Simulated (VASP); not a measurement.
# CdS (Hawleyite) (F-43m) in VASP: notebook

CdS (Hawleyite) is run at these levels: PBE+D3(BJ); tasks: single point.

Program: VASP 6.6.1. These are calculated values, not measurements. Logs are shortened: lines on timing, memory, paths and dates and some standing lists are left out, and cuts for length are marked.

## 1. The cell of the first run

The structure is cubic, space group F-43m (No. 216). Conventional cell: a = 5.975 Å, b = 5.975 Å, c = 5.975 Å, α = 90.00°, β = 90.00°, γ = 90.00°. Cd (site symmetry -43m) has 4 S at 2.59 Å within 3.4 Å. S (site symmetry -43m) has 4 Cd at 2.59 Å within 3.4 Å.

## 2. Single point, PBE+D3(BJ)

Input file INCAR:

```
  PREC = Accurate
  ENCUT = 520
  EDIFF = 1E-7
  ISMEAR = 1
  SIGMA = 0.1
  LREAL = False
  LASPH = True
  NELM = 80
  ALGO = Normal
  ISIF = 2
  LWAVE = False
  LCHARG = True
  GGA = PE
  IVDW = 12
  LELF = True
  LVHAR = True
  NBANDS = 16
```

Input file KPOINTS:

```
Automatic mesh
0
Gamma
  6 6 6
```

Input file POSCAR:

```
CdS
1.0
    0.0000000000      2.9876620379      2.9876620379
    2.9876620379      0.0000000000      2.9876620379
    2.9876620379      2.9876620379      0.0000000000
Cd S
1 1
Direct
    0.0000000000      0.0000000000      0.0000000000
    0.2500000000      0.2500000000      0.2500000000
```

Potentials or basis: VASP PAW PBE potentials, release 64 (Cd, S).

The run is started by

```sh
> cat potpaw_PBE.64/Cd/POTCAR potpaw_PBE.64/S/POTCAR > POTCAR
> mpirun -np 1 vasp_std > vasp.out
```

OUTCAR:

```text
PREC = Accurate
   ENCUT = 520
   EDIFF = 1E-7
   ISMEAR = 1
   LREAL = False
   LASPH = True
   NELM = 80
   ISIF = 2
   GGA = PE
   IVDW = 12
 IVDW          = 12

 ion  position               nearest neighbor table
   1  0.000  0.000  0.000-   2 2.59   2 2.59   2 2.59   2 2.59
   2  0.250  0.250  0.250-   1 2.59   1 2.59   1 2.59   1 2.59

  LATTYP: Found a face centered cubic cell.
 ALAT       =     5.9753240758

  Lattice vectors:

 A1 = (   0.0000000000,   2.9876620379,   2.9876620379)
 A2 = (   2.9876620379,   0.0000000000,   2.9876620379)
 A3 = (   2.9876620379,   2.9876620379,   0.0000000000)

Analysis of symmetry for initial positions (statically):
=====================================================================
 Subroutine PRICEL returns:
 Original cell was already a primitive cell.

 Routine SETGRP: Setting up the symmetry group for a
 face centered cubic supercell.

 Subroutine GETGRP returns: Found 24 space group operations
 (whereof 24 operations were pure point group operations)
 out of a pool of 48 trial point group operations.

The static configuration has the point symmetry T_d .

Analysis of symmetry for dynamics (positions and initial velocities):
=====================================================================
 Subroutine PRICEL returns:
 Original cell was already a primitive cell.

 Routine SETGRP: Setting up the symmetry group for a
 face centered cubic supercell.

 Subroutine GETGRP returns: Found 24 space group operations
 (whereof 24 operations were pure point group operations)
 out of a pool of 48 trial point group operations.

The dynamic configuration has the point symmetry T_d .

 Subroutine INISYM returns: Found 24 space group operations
 (whereof 24 operations are pure point group operations),
 and found     1 'primitive' translations

----------------------------------------------------------------------------------------

                                     Primitive cell

  volume of cell :      53.3365

  direct lattice vectors                    reciprocal lattice vectors
     0.000000000  2.987662038  2.987662038    -0.167354940  0.167354940  0.167354940
     2.987662038  0.000000000  2.987662038     0.167354940 -0.167354940  0.167354940
     2.987662038  2.987662038  0.000000000     0.167354940  0.167354940 -0.167354940

  length of vectors
     4.225192174  4.225192174  4.225192174     0.289867258  0.289867258  0.289867258

  position of ions in fractional coordinates (direct lattice)
     0.000000000  0.000000000  0.000000000
     0.250000000  0.250000000  0.250000000

  ion indices of the primitive-cell ions
   primitive index   ion index
                 1           1
                 2           2

----------------------------------------------------------------------------------------

 KPOINTS: Automatic mesh

Automatic generation of k-mesh.
 Grid dimensions read from file:
 generate k-points for:    6    6    6

 Generating k-lattice:

  Cartesian coordinates                     Fractional coordinates (reciprocal lattice)
    -0.027892490  0.027892490  0.027892490     0.166666667  0.000000000  0.000000000
     0.027892490 -0.027892490  0.027892490     0.000000000  0.166666667  0.000000000
     0.027892490  0.027892490 -0.027892490     0.000000000  0.000000000  0.166666667

  Length of vectors
     0.048311210  0.048311210  0.048311210

  Shift w.r.t. Gamma in fractional coordinates (k-lattice)
     0.000000000  0.000000000  0.000000000

 Subroutine IBZKPT returns following result:
 ===========================================

 Found     16 irreducible k-points:

 Following reciprocal coordinates:
            Coordinates               Weight
  0.000000  0.000000  0.000000      1.000000
  0.166667  0.000000  0.000000      8.000000
  0.333333  0.000000  0.000000      8.000000
  0.500000  0.000000  0.000000      4.000000
  0.166667  0.166667  0.000000      6.000000
  0.333333  0.166667  0.000000     24.000000
[... 8 lines left out ...]
 -0.333333  0.333333  0.166667     24.000000
 -0.333333  0.500000  0.166667     12.000000
   k-points           NKPTS =     16   k-points in BZ     NKDIM =     16   number of bands    NBANDS=     16
   number of dos      NEDOS =    301   number of ions     NIONS =      2
   total plane-waves  NPLWV =  32768
   dimension x,y,z NGX =    32 NGY =   32 NGZ =   32
   dimension x,y,z NGXF=    64 NGYF=   64 NGZF=   64
   ions per type =               1   1
   NGX,Y,Z   is equivalent  to a cutoff of  12.59, 12.59, 12.59 a.u.
   NGXF,Y,Z  is equivalent  to a cutoff of  25.18, 25.18, 25.18 a.u.
 SYSTEM =  unknown system
   PREC   = accura    normal or accurate (medium, high low for compatibility)
   ISTART =      0    job   : 0-new  1-cont  2-samecut
   ICHARG =      2    charge: 1-file 2-atom 10-const
   ISPIN  =      1    spin polarized calculation?
   LNONCOLLINEAR =      F non collinear calculations
   LSORBIT =      F    spin-orbit coupling
   LASPH  =      T    aspherical Exc in radial PAW
   ENCUT  =  520.0 eV  38.22 Ry    6.18 a.u.   7.86  7.86  7.86*2*pi/ulx,y,z
   NELM   =     80;   NELMIN=  2; NELMDL= -5     # of ELM steps
   EDIFF  = 0.1E-06   stopping-criterion for ELM
   LREAL  =      F    real-space projection
   EDIFFG = 0.1E-05   stopping-criterion for IOM
   NSW    =      0    number of steps for IOM
   IBRION =     -1    ionic relax: 0-MD 1-quasi-New 2-CG
   NFREE  =      0    steps in history (QN), initial steepest desc. (CG)
   ISIF   =      2    stress and relaxation
   ISYM   =      2    0-nonsym 1-usesym 2-fastsym
   POTIM  = 0.5000    time-step for ionic-motion
   TEBEG  =    0.0;   TEEND  =   0.0 temperature during run
   PSTRESS=    0.0 pullay stress
   NELECT =      18.0000    total number of electrons
   NUPDOWN=      -1.0000    fix difference up-down
   EMIN   =  10.00;   EMAX   =-10.00  energy-range for DOS
   EFERMI =   0.00;   METHOD = LEGACY
   ISMEAR =     1;   SIGMA  =   0.10  broadening in eV -4-tet -1-fermi 0-gaus
   EFERMI_NEDOS =   21; number of points for ismear=-14 and -15
   IALGO  =     38    algorithm
   IMIX   =      4    mixing-type and parameters
     AMIX     =   0.40;   BMIX     =  1.00
     AMIX_MAG =   1.60;   BMIX_MAG =  1.00
  volume/ion in A,a.u.               =      26.67       179.97
  Fermi-wavevector in a.u.,A,eV,Ry     =   1.139788  2.153888 17.675565  1.299117
  Thomas-Fermi vector in A             =   2.276491
   LORBIT       =      0    0 simple, 1 ext, 2 COOP (PROOUT), +10 PAW based schemes
   GGA     = PE    functional components
   LHFCALC =     F    Hartree Fock is set to
   AEXX    =    0.0000 exact exchange contribution
   IVDW    =    12    specifies the selected vdW correction
   LEPSILON=     F    determine dielectric tensor
   LRPA    =     F    only Hartree local field effects (RPA)
 non-spin polarized calculation
 Methfessel and Paxton  Order N= 1 SIGMA  =   0.10
  energy-cutoff  :      520.00
  volume of cell :       53.34
 maximum number of plane-waves:      1459
   NGX = 15   NGY = 15   NGZ = 15

 number of electron      17.9999995 magnetization

 Free energy of the ion-electron system (eV)
  ---------------------------------------------------
  ext. energy  EPLUGINS =         0.00000000
  ---------------------------------------------------
  free energy    TOTEN  =        -6.14233971 eV

  energy without entropy =       -6.14244131  energy(sigma->0) =       -6.14237357

 E-fermi :   0.8085     XC(G=0):  -8.8146

 val. band max:        0.7259641230   @ k =   0.0000   0.0000   0.0000
 cond. band min:       1.7126599327   @ k =   0.0000   0.0000   0.0000
 fundamental gap:      0.9866958097
 Fermi energy:         0.8084519967

 k-point     1 :       0.0000    0.0000    0.0000
  band No.  band energies     occupation
      1     -11.2272      2.00000
      2      -6.7734      2.00000
      3      -6.7734      2.00000
      4      -6.7734      2.00000
      5      -6.3862      2.00000
      6      -6.3862      2.00000
[... 8 lines left out ...]
     15      12.0893      0.00000
     16      12.0893      0.00000

 k-point     2 :       0.1667    0.0000    0.0000
  band No.  band energies     occupation
      1     -11.1370      2.00000
      2      -6.7425      2.00000
      3      -6.7425      2.00000
      4      -6.6808      2.00000
      5      -6.3866      2.00000
      6      -6.3866      2.00000
[... 8 lines left out ...]
     15      11.3414      0.00000
     16      12.3333      0.00000

 k-point     3 :       0.3333    0.0000    0.0000
  band No.  band energies     occupation
      1     -10.9562      2.00000
      2      -6.6920      2.00000
      3      -6.6920      2.00000
      4      -6.3724      2.00000
      5      -6.3724      2.00000
      6      -6.3627      2.00000
[... 8 lines left out ...]
     15      11.7204      0.00000
     16      11.7204      0.00000

 k-point     4 :       0.5000    0.0000    0.0000
  band No.  band energies     occupation
      1     -10.8664      2.00000
      2      -6.6746      2.00000
      3      -6.6746      2.00000
      4      -6.3557      2.00000
      5      -6.3557      2.00000
      6      -6.0662      2.00000
[... 8 lines left out ...]
     15      13.1030      0.00000
     16      13.1030      0.00000

 k-point     5 :       0.1667    0.1667    0.0000
  band No.  band energies     occupation
      1     -11.1073      2.00000
      2      -6.7104      2.00000
      3      -6.7104      2.00000
      4      -6.6949      2.00000
      5      -6.4051      2.00000
      6      -6.3688      2.00000
[... 8 lines left out ...]
     15      12.2797      0.00000
     16      13.6476      0.00000

 k-point     6 :       0.3333    0.1667    0.0000
  band No.  band energies     occupation
      1     -10.9577      2.00000
      2      -6.6754      2.00000
      3      -6.6505      2.00000
      4      -6.5041      2.00000
      5      -6.3564      2.00000
      6      -6.3529      2.00000
[... 8 lines left out ...]
     15      12.4790      0.00000
     16      13.4608      0.00000

 k-point     7 :       0.5000    0.1667    0.0000
  band No.  band energies     occupation
      1     -10.8394      2.00000
      2      -6.6547      2.00000
      3      -6.6273      2.00000
      4      -6.4075      2.00000
      5      -6.3507      2.00000
      6      -6.0471      2.00000
[... 8 lines left out ...]
     15      13.1610      0.00000
     16      13.3678      0.00000

 k-point     8 :      -0.3333    0.1667    0.0000
  band No.  band energies     occupation
      1     -10.8687      2.00000
      2      -6.6556      2.00000
      3      -6.6484      2.00000
      4      -6.3852      2.00000
      5      -6.3837      2.00000
      6      -6.1376      2.00000
[... 8 lines left out ...]
     15      12.5415      0.00000
     16      13.4528      0.00000

 k-point     9 :      -0.1667    0.1667    0.0000
  band No.  band energies     occupation
      1     -11.0171      2.00000
      2      -6.7060      2.00000
      3      -6.6866      2.00000
      4      -6.5339      2.00000
      5      -6.4011      2.00000
      6      -6.3556      2.00000
[... 8 lines left out ...]
     15      11.9010      0.00000
     16      13.7750      0.00000

 k-point    10 :       0.3333    0.3333    0.0000
  band No.  band energies     occupation
      1     -10.8701      2.00000
      2      -6.5700      2.00000
      3      -6.5700      2.00000
      4      -6.5695      2.00000
      5      -6.3339      2.00000
      6      -6.2780      2.00000
[... 8 lines left out ...]
     15      12.7498      0.00000
     16      15.6917      0.00000

 k-point    11 :       0.5000    0.3333    0.0000
  band No.  band energies     occupation
      1     -10.7836      2.00000
      2      -6.5953      2.00000
      3      -6.5337      2.00000
      4      -6.4894      2.00000
      5      -6.3332      2.00000
      6      -6.0185      2.00000
[... 8 lines left out ...]
     15      13.2871      0.00000
     16      14.0857      0.00000

 k-point    12 :      -0.3333    0.3333    0.0000
  band No.  band energies     occupation
      1     -10.7837      2.00000
      2      -6.6216      2.00000
      3      -6.5670      2.00000
      4      -6.4242      2.00000
      5      -6.3673      2.00000
      6      -5.9227      2.00000
[... 8 lines left out ...]
     15      11.9675      0.00000
     16      15.0792      0.00000

 k-point    13 :       0.5000    0.5000    0.0000
  band No.  band energies     occupation
      1     -10.7548      2.00000
      2      -6.5832      2.00000
      3      -6.4911      2.00000
      4      -6.4911      2.00000
      5      -6.3164      2.00000
      6      -6.0072      2.00000
[... 8 lines left out ...]
     15      13.0560      0.00000
     16      14.0339      0.00000

 k-point    14 :       0.5000    0.3333    0.1667
  band No.  band energies     occupation
      1     -10.8408      2.00000
      2      -6.6183      2.00000
      3      -6.6091      2.00000
      4      -6.4569      2.00000
      5      -6.3535      2.00000
      6      -6.1255      2.00000
[... 8 lines left out ...]
     15      13.4096      0.00000
     16      13.7192      0.00000

 k-point    15 :      -0.3333    0.3333    0.1667
  band No.  band energies     occupation
      1     -10.7837      2.00000
      2      -6.6133      2.00000
      3      -6.5797      2.00000
      4      -6.4171      2.00000
      5      -6.3697      2.00000
      6      -5.9221      2.00000
[... 8 lines left out ...]
     15      12.9625      0.00000
     16      13.7890      0.00000

 k-point    16 :      -0.3333    0.5000    0.1667
  band No.  band energies     occupation
      1     -10.7558      2.00000
      2      -6.5776      2.00000
      3      -6.5538      2.00000
      4      -6.4469      2.00000
      5      -6.3511      2.00000
      6      -5.8979      2.00000
[... 8 lines left out ...]
     15      13.7013      0.00000
     16      13.7846      0.00000

------------------------ aborting loop because EDIFF is reached ----------------------------------------

 Edisp (eV)   -0.56498

 E8    (eV) :    -0.2295

  FORCE on cell =-STRESS in cart. coord.  units (eV):
  Direction    XX          YY          ZZ          XY          YZ          ZX
  --------------------------------------------------------------------------------------
  -------------------------------------------------------------------------------------
  Total      -0.96823    -0.96823    -0.96823     0.00000     0.00000    -0.00000
  in kB     -29.08476   -29.08476   -29.08476     0.00000     0.00000    -0.00000
  external pressure =      -29.08 kB  Pullay stress =        0.00 kB

 VOLUME and BASIS-vectors are now :
 -----------------------------------------------------------------------------
  energy-cutoff  :      520.00
  volume of cell :       53.34
      direct lattice vectors                 reciprocal lattice vectors
     0.000000000  2.987662038  2.987662038    -0.167354940  0.167354940  0.167354940
     2.987662038  0.000000000  2.987662038     0.167354940 -0.167354940  0.167354940
     2.987662038  2.987662038  0.000000000     0.167354940  0.167354940 -0.167354940

 POSITION                                       TOTAL-FORCE (eV/Angst)
 -----------------------------------------------------------------------------------
      0.00000      0.00000      0.00000         0.000000      0.000000      0.000000
      1.49383      1.49383      1.49383        -0.000000     -0.000000     -0.000000
 -----------------------------------------------------------------------------------
    total drift:                               -0.000000     -0.000000     -0.000001

  FREE ENERGIE OF THE ION-ELECTRON SYSTEM (eV)
  ---------------------------------------------------
  free  energy   TOTEN  =        -6.7073213516 eV

  energy  without entropy=       -6.7074229504  energy(sigma->0) =       -6.70735522
```

It took 12 s on 1 thread of Intel Xeon 6975P-C, shared host; peak memory 0.19 GiB.

Results:

```
Free energy                : -6.7073 eV
Pressure                   : -2.9 GPa
Band gap on the k mesh     : 0.99 eV, direct
Dispersion energy per atom : -0.282 eV
```

Expect the measured gap to be larger: semilocal functionals such as PBE lack the derivative discontinuity.

## 3. Single point, PBE+D3(BJ)

This run uses another cell than the first one, of 27.29 Å³/atom, 1.023 times its volume.

Input file INCAR:

```
SYSTEM = CdS
PREC = Accurate
ENCUT = 520
EDIFF = 1E-7
ISMEAR = 1
SIGMA = 0.1
LREAL = .False.
LASPH = .True.
NELM = 80
ALGO = Normal
ISIF = 2
LWAVE = .False.
LCHARG = .False.
GGA = PE
IVDW = 12
NBANDS = 16
```

Input file KPOINTS:

```
Automatic mesh
0
Gamma
  6 6 6
  0 0 0
```

Input file POSCAR:

```
CdS
1.0
    0.0000000000      3.0106449567      3.0106449567
    3.0106449567      0.0000000000      3.0106449567
    3.0106449567      3.0106449567      0.0000000000
Cd S
1 1
Direct
    0.0000000000      0.0000000000      0.0000000000
    0.2500000000      0.2500000000      0.2500000000
```

Potentials or basis: VASP PAW PBE potentials, release 64 (Cd, S).

The run is started by

```sh
> cat potpaw_PBE.64/Cd/POTCAR potpaw_PBE.64/S/POTCAR > POTCAR
> mpirun -np 1 vasp_std > vasp.out
```

It took 10 s on 1 thread of Intel Xeon 6975P-C, shared host; peak memory 0.18 GiB.

The run converged. Its results:

```
Free energy                : -6.6811 eV
Pressure                   : -3.9 GPa
Band gap on the k mesh     : 0.93 eV, direct
Dispersion energy per atom : -0.275 eV
```

Levels at points of the mesh, in eV from the valence-band top:
| k point | band 6 | band 7 | band 8 | band 9 | band 10 | band 11 | band 12 | band 13 |
| --- | --- | --- | --- | --- | --- | --- | --- | --- |
| (0.00, 0.00, 0.00) | -7.08 | 0.00 | 0.00 | 0.00 | 0.93 | 6.54 | 6.54 | 6.54 |
| (0.50, 0.00, 0.00) | -6.78 | -3.86 | -0.62 | -0.62 | 2.85 | 6.98 | 6.98 | 7.17 |
| (0.50, 0.50, 0.00) | -6.72 | -3.55 | -1.57 | -1.57 | 3.70 | 4.19 | 8.85 | 10.21 |

A hybrid or GW would open this gap; PBE tends to underestimate it.
